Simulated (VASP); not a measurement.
## C: relaxation of cell and atoms with PBE

C:

```
C
1.0
     0.00000    1.78337    1.78337
     1.78337    0.00000    1.78337
     1.78337    1.78337    0.00000
C
2
Direct
  0.00000 0.00000 0.00000
  0.25000 0.25000 0.25000
```

```yaml
Program: VASP 6.6.1
Task: relaxation of cell and atoms
Functional: PBE
Potentials_or_basis: VASP PAW PBE potentials, release 64 (C)
Cutoff: 600 eV
k_mesh: 12 × 12 × 12
Occupations: fermi-dirac, width 0.02 eV
Spin: no spin polarisation
Dipole_correction: no
Further_INCAR_settings: ALGO = Normal; EDIFF = 1e-06; IBRION = 2; EDIFFG = -0.005; NSW = 80; ISIF = 3
```

| Quantity | Value |
| --- | --- |
| Relaxed volume | 5.70 Å³/atom |
| Relaxed cell | a = 2.526 Å, b = 2.526 Å, c = 2.526 Å, α = 60.00°, β = 60.00°, γ = 60.00° |
| Space group after relaxing (to 0.05 Å) | Fd-3m (No. 227) |
| Energy gained by relaxing | 0.1 meV/atom |
| Ionic steps | 3 |
| Pressure after relaxing | 0.0 GPa |
| Band gap on the k mesh | 4.14 eV, indirect (least direct gap 5.58 eV) |

The path:
```tsv
step	energy change (eV)	largest force (eV/Å)	pressure (GPa)	volume (Å³)
1	0.0000	0.0000	1.78	11.34
2	0.0001	0.0000	-2.16	11.45
3	-0.0003	0.0000	0.00	11.39
```

Final structure:
```cif
data_structure
_symmetry_space_group_name_H-M 'P 1'
_symmetry_Int_Tables_number 1
_cell_length_a 2.5255
_cell_length_b 2.5255
_cell_length_c 2.5255
_cell_angle_alpha 60.000
_cell_angle_beta 60.000
_cell_angle_gamma 60.000
_cell_volume 11.39
loop_
_atom_site_label
_atom_site_type_symbol
_atom_site_fract_x
_atom_site_fract_y
_atom_site_fract_z
_atom_site_occupancy
C1 C 0.00000 0.00000 0.00000 1
C2 C 0.25000 0.25000 0.25000 1
```

Levels at points of the mesh, in eV from the valence-band top:
| k point | band 2 | band 3 | band 4 | band 5 | band 6 | band 7 |
| --- | --- | --- | --- | --- | --- | --- |
| (0.00, 0.00, 0.00) | 0.00 | 0.00 | 0.00 | 5.58 | 5.58 | 5.58 |
| (0.50, 0.00, 0.00) | -13.33 | -2.79 | -2.79 | 8.44 | 8.44 | 8.79 |
| (0.50, 0.50, 0.00) | -12.74 | -6.27 | -6.27 | 4.75 | 4.75 | 16.74 |

Wall time 4.9 s on 1 thread of Intel(R) Xeon(R) 6975P-C (Granite Rapids) (shared host), peak memory 0.11 GiB.

A k mesh can miss the band edges. As with any semilocal functional, this PBE gap is likely too small.
